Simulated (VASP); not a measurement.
# Ba (P6/mmm) in VASP: further runs

Runs on Ba. Level: PBE. Tasks: single point.

Program: VASP 6.6.1. These are calculated values, not measurements. Logs are shortened: lines on timing, memory, paths and dates and some standing lists are left out, and cuts for length are marked.

### 1 The cell of the first run

The structure is hexagonal, space group P6/mmm (No. 191). Conventional cell: a = 4.312 Å, b = 4.312 Å, c = 3.913 Å, α = 90.00°, β = 90.00°, γ = 120.00°. Ba (site symmetry 6/mmm) has 8 Ba at 3.91 to 4.31 Å within 5.1 Å.

### 2 Single point, PBE

The input, INCAR:

```
SYSTEM = Ba
PREC = Accurate ; ENCUT = 500
EDIFF = 1E-6 ; ISMEAR = -4
SIGMA = 0.1 ; LREAL = .False.
LASPH = .True. ; NELM = 120
ALGO = Normal ; ISIF = 2
LWAVE = .False. ; LCHARG = .False.
GGA = PE ; NBANDS = 11
GGA_COMPAT = .False.
```

The input, KPOINTS:

```
regular mesh
0
Gamma
  6 6 4
  0 0 0
```

The input, POSCAR:

```
Ba
1.0
    4.3116136979      0.0000000000      0.0000000000
   -2.1558068490      3.7339669937      0.0000000000
    0.0000000000      0.0000000000      3.9134133000
Ba
1
Direct
    0.0000000000      0.0000000000      0.0000000000
```

Potentials or basis: VASP PAW PBE potentials, release 64 (Ba_sv).

Command:

```
$ cat potpaw_PBE.64/Ba_sv/POTCAR > POTCAR
$ mpirun -np 1 vasp_std > vasp.out
```

OUTCAR:

```text
SYSTEM = Ba
   PREC = Accurate
   ENCUT = 500
   EDIFF = 1E-6
   ISMEAR = -4
   LREAL = .False.
   LASPH = .True.
   NELM = 120
   ISIF = 2
   GGA = PE

 ion  position               nearest neighbor table
   1  0.000  0.000  0.000-

  LATTYP: Found a hexagonal cell.
 ALAT       =     4.3116136979
 C/A-ratio  =     0.9076446950

  Lattice vectors:

 A1 = (   4.3116136979,   0.0000000000,   0.0000000000)
 A2 = (  -2.1558068490,   3.7339669937,   0.0000000000)
 A3 = (   0.0000000000,   0.0000000000,   3.9134133000)

Analysis of symmetry for initial positions (statically):
=====================================================================
 Subroutine PRICEL returns:
 Original cell was already a primitive cell.

 Routine SETGRP: Setting up the symmetry group for a
 hexagonal supercell.

 Subroutine GETGRP returns: Found 24 space group operations
 (whereof 24 operations were pure point group operations)
 out of a pool of 24 trial point group operations.

The static configuration has the point symmetry D_6h.

Analysis of symmetry for dynamics (positions and initial velocities):
=====================================================================
 Subroutine PRICEL returns:
 Original cell was already a primitive cell.

 Routine SETGRP: Setting up the symmetry group for a
 hexagonal supercell.

 Subroutine GETGRP returns: Found 24 space group operations
 (whereof 24 operations were pure point group operations)
 out of a pool of 24 trial point group operations.

The dynamic configuration has the point symmetry D_6h.

 Subroutine INISYM returns: Found 24 space group operations
 (whereof 24 operations are pure point group operations),
 and found     1 'primitive' translations

----------------------------------------------------------------------------------------

                                     Primitive cell

  volume of cell :      63.0037

  direct lattice vectors                    reciprocal lattice vectors
     4.311613698  0.000000000  0.000000000     0.231931724  0.133905844  0.000000000
    -2.155806849  3.733966994  0.000000000     0.000000000  0.267811687  0.000000000
     0.000000000  0.000000000  3.913413300     0.000000000  0.000000000  0.255531405

  length of vectors
     4.311613698  4.311613698  3.913413300     0.267811687  0.267811687  0.255531405

  position of ions in fractional coordinates (direct lattice)
     0.000000000  0.000000000  0.000000000

  ion indices of the primitive-cell ions
   primitive index   ion index
                 1           1

----------------------------------------------------------------------------------------

 KPOINTS: regular mesh

Automatic generation of k-mesh.
 Grid dimensions read from file:
 generate k-points for:    6    6    4

 Generating k-lattice:

  Cartesian coordinates                     Fractional coordinates (reciprocal lattice)
     0.038655287  0.022317641  0.000000000     0.166666667  0.000000000  0.000000000
     0.000000000  0.044635281  0.000000000     0.000000000  0.166666667  0.000000000
     0.000000000  0.000000000  0.063882851     0.000000000  0.000000000  0.250000000

  Length of vectors
     0.044635281  0.044635281  0.063882851

  Shift w.r.t. Gamma in fractional coordinates (k-lattice)
     0.000000000  0.000000000  0.000000000

 TETIRR: Found    142 inequivalent tetrahedra from      864

 Subroutine IBZKPT returns following result:
 ===========================================

 Found     21 irreducible k-points:

 Following reciprocal coordinates:
            Coordinates               Weight
  0.000000  0.000000  0.000000      1.000000
  0.166667  0.000000  0.000000      6.000000
  0.333333  0.000000  0.000000      6.000000
  0.500000  0.000000  0.000000      3.000000
  0.166667  0.166667  0.000000      6.000000
  0.333333  0.166667  0.000000     12.000000
[... 13 lines left out ...]
  0.333333  0.166667  0.500000     12.000000
  0.333333  0.333333  0.500000      2.000000
   k-points           NKPTS =     21   k-points in BZ     NKDIM =     21   number of bands    NBANDS=     11
   number of dos      NEDOS =    301   number of ions     NIONS =      1
   total plane-waves  NPLWV =  30720
   dimension x,y,z NGX =    32 NGY =   32 NGZ =   30
   dimension x,y,z NGXF=    64 NGYF=   64 NGZF=   60
   ions per type =               1
   NGX,Y,Z   is equivalent  to a cutoff of  12.34, 12.34, 12.74 a.u.
   NGXF,Y,Z  is equivalent  to a cutoff of  24.68, 24.68, 25.49 a.u.
 SYSTEM =  Ba
   PREC   = accura    normal or accurate (medium, high low for compatibility)
   ISTART =      0    job   : 0-new  1-cont  2-samecut
   ICHARG =      2    charge: 1-file 2-atom 10-const
   ISPIN  =      1    spin polarized calculation?
   LNONCOLLINEAR =      F non collinear calculations
   LSORBIT =      F    spin-orbit coupling
   LASPH  =      T    aspherical Exc in radial PAW
   ENCUT  =  500.0 eV  36.75 Ry    6.06 a.u.   7.86  7.86  7.14*2*pi/ulx,y,z
   NELM   =    120;   NELMIN=  2; NELMDL= -5     # of ELM steps
   EDIFF  = 0.1E-05   stopping-criterion for ELM
   LREAL  =      F    real-space projection
   EDIFFG = 0.1E-04   stopping-criterion for IOM
   NSW    =      0    number of steps for IOM
   IBRION =     -1    ionic relax: 0-MD 1-quasi-New 2-CG
   NFREE  =      0    steps in history (QN), initial steepest desc. (CG)
   ISIF   =      2    stress and relaxation
   ISYM   =      2    0-nonsym 1-usesym 2-fastsym
   POTIM  = 0.5000    time-step for ionic-motion
   TEBEG  =    0.0;   TEEND  =   0.0 temperature during run
   PSTRESS=    0.0 pullay stress
   NELECT =      10.0000    total number of electrons
   NUPDOWN=      -1.0000    fix difference up-down
   EMIN   =  10.00;   EMAX   =-10.00  energy-range for DOS
   EFERMI =   0.00;   METHOD = LEGACY
   ISMEAR =    -4;   SIGMA  =   0.10  broadening in eV -4-tet -1-fermi 0-gaus
   EFERMI_NEDOS =   21; number of points for ismear=-14 and -15
   IALGO  =     38    algorithm
   IMIX   =      4    mixing-type and parameters
     AMIX     =   0.40;   BMIX     =  1.00
     AMIX_MAG =   1.60;   BMIX_MAG =  1.00
  volume/ion in A,a.u.               =      63.00       425.17
  Fermi-wavevector in a.u.,A,eV,Ry     =   0.886379  1.675014 10.689660  0.785668
  Thomas-Fermi vector in A             =   2.007537
   LORBIT       =      0    0 simple, 1 ext, 2 COOP (PROOUT), +10 PAW based schemes
   GGA     = PE    functional components
   LHFCALC =     F    Hartree Fock is set to
   AEXX    =    0.0000 exact exchange contribution
   IVDW    =     0    specifies the selected vdW correction
   LEPSILON=     F    determine dielectric tensor
   LRPA    =     F    only Hartree local field effects (RPA)
 non-spin polarized calculation
 Fermi weights with tetrahedron method witout Bloechl corrections
  energy-cutoff  :      500.00
  volume of cell :       63.00
 maximum number of plane-waves:      1620
 NGX is ok and might be reduce to    32
   NGX = 15   NGY = 15   NGZ = 15

 number of electron      10.0000001 magnetization

 Free energy of the ion-electron system (eV)
  ---------------------------------------------------
  ext. energy  EPLUGINS =         0.00000000
  ---------------------------------------------------
  free energy    TOTEN  =        -1.68671872 eV

  energy without entropy =       -1.68671872  energy(sigma->0) =       -1.68671872

 E-fermi :   1.7250     XC(G=0):  -7.4000

 val. band max:        1.9266145636   @ k =   0.3333   0.3333   0.2500
 cond. band min:       1.5614159030   @ k =   0.3333   0.3333   0.5000
 fundamental gap:     -0.3651986605
 Fermi energy:         1.7250221478

 k-point     1 :       0.0000    0.0000    0.0000
  band No.  band energies     occupation
      1     -27.4353      2.00000
      2     -12.3644      2.00000
      3     -12.3644      2.00000
      4     -12.2650      2.00000
      5      -1.0470      2.00000
      6       1.7663      0.00000
      7       3.3515      0.00000
      8       3.3515      0.00000
      9       6.5116      0.00000
     10       6.5116      0.00000
     11       7.6983      0.00000

 k-point     2 :       0.1667    0.0000    0.0000
  band No.  band energies     occupation
      1     -27.4249      2.00000
      2     -12.4931      2.00000
      3     -12.3933      2.00000
      4     -12.2521      2.00000
      5      -0.5975      2.00000
      6       1.9469      0.00000
      7       2.7694      0.00000
      8       3.8189      0.00000
      9       5.7860      0.00000
     10       6.3980      0.00000
     11       8.9622      0.00000

 k-point     3 :       0.3333    0.0000    0.0000
  band No.  band energies     occupation
      1     -27.4040      2.00000
      2     -12.7365      2.00000
      3     -12.4501      2.00000
      4     -12.2260      2.00000
      5       0.3424      2.00000
      6       1.9272      0.00969
      7       2.5768      0.00000
      8       4.9205      0.00000
      9       5.1090      0.00000
     10       6.1894      0.00000
     11       7.8492      0.00000

 k-point     4 :       0.5000    0.0000    0.0000
  band No.  band energies     occupation
      1     -27.3935      2.00000
      2     -12.8520      2.00000
      3     -12.4780      2.00000
      4     -12.2129      2.00000
      5       0.7116      2.00000
      6       2.0683      0.01494
      7       2.6239      0.00000
      8       4.5988      0.00000
      9       6.0928      0.00000
     10       6.4276      0.00000
     11       7.6098      0.00000

 k-point     5 :       0.1667    0.1667    0.0000
  band No.  band energies     occupation
      1     -27.4092      2.00000
      2     -12.6538      2.00000
      3     -12.4613      2.00000
      4     -12.2326      2.00000
      5       0.1594      2.00000
      6       2.1866      0.00000
      7       2.2249      0.00000
      8       4.7318      0.00000
      9       5.1823      0.00000
     10       6.0998      0.00000
     11       8.1929      0.00000
[... 169 lines left out ...]
 k-point    18 :       0.5000    0.0000    0.5000
  band No.  band energies     occupation
      1     -27.3298      2.00000
      2     -12.9312      2.00000
      3     -12.7416      2.00000
      4     -12.3969      2.00000
      5       0.8279      2.00000
      6       1.9132      0.01994
      7       3.4706      0.00000
      8       5.0225      0.00000
      9       5.3170      0.00000
     10       6.7158      0.00000
     11       7.5023      0.00000

 k-point    19 :       0.1667    0.1667    0.5000
  band No.  band energies     occupation
      1     -27.3449      2.00000
      2     -12.9657      2.00000
      3     -12.5573      2.00000
      4     -12.3807      2.00000
      5       1.3161      2.00000
      6       2.2661      0.00000
      7       3.0754      0.00000
      8       3.3374      0.00000
      9       5.4860      0.00000
     10       5.5987      0.00000
     11       8.5400      0.00000

 k-point    20 :       0.3333    0.1667    0.5000
  band No.  band energies     occupation
      1     -27.3298      2.00000
      2     -12.9313      2.00000
      3     -12.6857      2.00000
      4     -12.4583      2.00000
      5       1.0450      1.99716
      6       2.4655      0.00314
      7       2.6338      0.00000
      8       3.9742      0.00000
      9       6.1221      0.00000
     10       7.1786      0.00000
     11       7.7976      0.00000

 k-point    21 :       0.3333    0.3333    0.5000
  band No.  band energies     occupation
      1     -27.3247      2.00000
      2     -12.9198      2.00000
      3     -12.6082      2.00000
      4     -12.6082      2.00000
      5       1.5614      1.96916
      6       1.5614      0.20076
      7       3.4350      0.00000
      8       3.4350      0.00000
      9       6.5061      0.00000
     10       6.9844      0.00000
     11       9.8075      0.00000

------------------------ aborting loop because EDIFF is reached ----------------------------------------

  FORCE on cell =-STRESS in cart. coord.  units (eV):
  Direction    XX          YY          ZZ          XY          YZ          ZX
  --------------------------------------------------------------------------------------
  -------------------------------------------------------------------------------------
  Total        0.0232789      0.0232789      0.2753407     -0.0000000      0.0000000      0.0000000
  in kB        0.5919789      0.5919789      7.0018850     -0.0000000      0.0000000      0.0000000
  external PRESSURE =       2.7286142 kB  Pullay stress =       0.0000000 kB

 VOLUME and BASIS-vectors are now :
 -----------------------------------------------------------------------------
  energy-cutoff  :      500.00
  volume of cell :       63.00
      direct lattice vectors                 reciprocal lattice vectors
     4.311613698  0.000000000  0.000000000     0.231931724  0.133905844  0.000000000
    -2.155806849  3.733966994  0.000000000     0.000000000  0.267811687  0.000000000
     0.000000000  0.000000000  3.913413300     0.000000000  0.000000000  0.255531405

 POSITION                                       TOTAL-FORCE (eV/Angst)
 -----------------------------------------------------------------------------------
      0.00000      0.00000      0.00000         0.000000      0.000000      0.000000
 -----------------------------------------------------------------------------------
    total drift:                                0.000000      0.000000     -0.000000

  FREE ENERGIE OF THE ION-ELECTRON SYSTEM (eV)
  ---------------------------------------------------
  free  energy   TOTEN  =        -1.6867187193 eV

  energy  without entropy=       -1.6867187193  energy(sigma->0) =       -1.68671872
```

Wall time 18 s (1 thread of Intel Xeon 8259CL, shared host); peak memory 0.17 GiB.

What came out:

* Free energy: -1.6867 eV
* Pressure: 0.3 GPa
* Band gap on the k mesh: zero (band 5 reaches 1.93 eV, above the bottom of band 6 at 1.56 eV)

Caveat: the k points lie up to 0.40 Å⁻¹ apart; spin-orbit coupling is left out, which moves the levels of the heavy elements.

### 3 Single point, PBE

The input, INCAR:

```
  ALGO = Normal
  EDIFF = 1E-6
  ENCUT = 500
  GGA = PE
  GGA_COMPAT = False
  ISIF = 2
  ISMEAR = 0
  LASPH = True
  LCHARG = True
  LELF = True
  LREAL = False
  LVHAR = True
  LWAVE = False
  NBANDS = 11
  NELM = 120
  PREC = Accurate
  SIGMA = 0.1
```

The input, KPOINTS:

```
k-points
0
Gamma
  6 6 4
```

Changes to POSCAR since step 2:

```diff
@@ -8,2 +8,2 @@
 Direct
-    0.0000000000      0.0000000000      0.0000000000
+    0.3310000000      0.6980000000      0.3770000000
```

Potentials or basis: VASP PAW PBE potentials, release 64 (Ba_sv).

Command:

```
$ cat potpaw_PBE.64/Ba_sv/POTCAR > POTCAR
$ mpirun -np 1 vasp_std > vasp.out
```

OUTCAR:

```text
EDIFF = 1E-6
   ENCUT = 500
   GGA = PE
   ISIF = 2
   ISMEAR = 0
   LASPH = True
   LREAL = False
   NELM = 120
   PREC = Accurate

 ion  position               nearest neighbor table
   1  0.331  0.698  0.377-

  LATTYP: Found a hexagonal cell.
 ALAT       =     4.3116136979
 C/A-ratio  =     0.9076446950

  Lattice vectors:

 A1 = (   4.3116136979,   0.0000000000,   0.0000000000)
 A2 = (  -2.1558068490,   3.7339669937,   0.0000000000)
 A3 = (   0.0000000000,   0.0000000000,   3.9134133000)
[... 472 lines left out ...]
     10       6.9881      0.00000
     11       9.7695      0.00000

------------------------ aborting loop because EDIFF is reached ----------------------------------------

  FORCE on cell =-STRESS in cart. coord.  units (eV):
  Direction    XX          YY          ZZ          XY          YZ          ZX
  --------------------------------------------------------------------------------------
  -------------------------------------------------------------------------------------
  Total       -0.0832560     -0.0832560      0.2946921      0.0000000     -0.0000000      0.0000000
  in kB       -2.1171922     -2.1171922      7.4939895      0.0000000     -0.0000000      0.0000000
  external PRESSURE =       1.0865351 kB  Pullay stress =       0.0000000 kB

 VOLUME and BASIS-vectors are now :
 -----------------------------------------------------------------------------
  energy-cutoff  :      500.00
  volume of cell :       63.00
      direct lattice vectors                 reciprocal lattice vectors
     4.311613698  0.000000000  0.000000000     0.231931724  0.133905844  0.000000000
    -2.155806849  3.733966994  0.000000000     0.000000000  0.267811687  0.000000000
     0.000000000  0.000000000  3.913413300     0.000000000  0.000000000  0.255531405

 POSITION                                       TOTAL-FORCE (eV/Angst)
 -----------------------------------------------------------------------------------
     -0.07761      2.60631      1.47536         0.000000      0.000000      0.000000
 -----------------------------------------------------------------------------------
    total drift:                               -0.000001      0.000001     -0.000001

  FREE ENERGIE OF THE ION-ELECTRON SYSTEM (eV)
  ---------------------------------------------------
  free  energy   TOTEN  =        -1.7165152832 eV

  energy  without entropy=       -1.7133945511  energy(sigma->0) =       -1.71495492
```

stdout:

```text
POSCAR found type information on POSCAR Ba
 POSCAR found :  1 types and       1 ions
 scaLAPACK will be used
 LDA part: xc-table for (Slater+PW92), standard interpolation
 POSCAR, INCAR and KPOINTS ok, starting setup
 FFT: planning ... GRIDC
 FFT: planning ... GRID_SOFT
 FFT: planning ... GRID
 WAVECAR not read
 entering main loop
```

It took 17 s on 1 thread of Intel Xeon 8259CL, shared host; peak memory 0.17 GiB.

Results:

* Free energy: -1.7165 eV
* Pressure: 0.1 GPa
* Band gap on the k mesh: zero (band 5 reaches 1.92 eV, above the bottom of band 6 at 1.56 eV)

Caveat: the k points lie up to 0.40 Å⁻¹ apart; spin-orbit coupling is left out, which moves the levels of the heavy elements.

(Part 1 of 2 ends here.)
